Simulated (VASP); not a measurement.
BP, 2 atoms in the cell. It takes space group F-43m (No. 216, cubic). Conventional cell: a = 4.508 Å, b = 4.508 Å, c = 4.508 Å, α = 90.00°, β = 90.00°, γ = 90.00°. Within 2.6 Å of P (site symmetry -43m) lie 4 B at 1.95 Å. Within 2.6 Å of B (site symmetry -43m) lie 4 P at 1.95 Å. 

| Item | Value |
| --- | --- |
| Program | VASP 6.6.1 |
| Task | single point |
| Functional | r2SCAN |
| Dispersion | D4 |
| Potentials or basis | VASP PAW PBE potentials, release 64 (P, B) |
| Cutoff | 520 eV |
| k mesh | 10 × 10 × 10 |
| Occupations | fermi-dirac, width 0.05 eV |
| Spin | no spin polarisation |
| Dipole correction | no |
| Further INCAR settings | ALGO = Normal; EDIFF = 1e-06; NBANDS = 11 |

Potentials or basis: VASP PAW PBE potentials, release 64 (P, B).

Command:

```bash
$ cat potpaw_PBE.64/P/POTCAR potpaw_PBE.64/B/POTCAR > POTCAR
$ cp INCAR.step1 INCAR
$ mpirun -np 1 vasp_std > vasp.out
$ cp INCAR.step2 INCAR
$ mpirun -np 1 vasp_std > vasp.out
```

Hardware: 1 thread of Intel(R) Xeon(R) 6975P-C (Granite Rapids) (shared host).

Q: How long does it take, and how much memory?

A: Wall time 14 s on 1 thread of Intel(R) Xeon(R) 6975P-C (Granite Rapids), on a shared host, peak memory 0.14 GiB. Counts: k points 47.
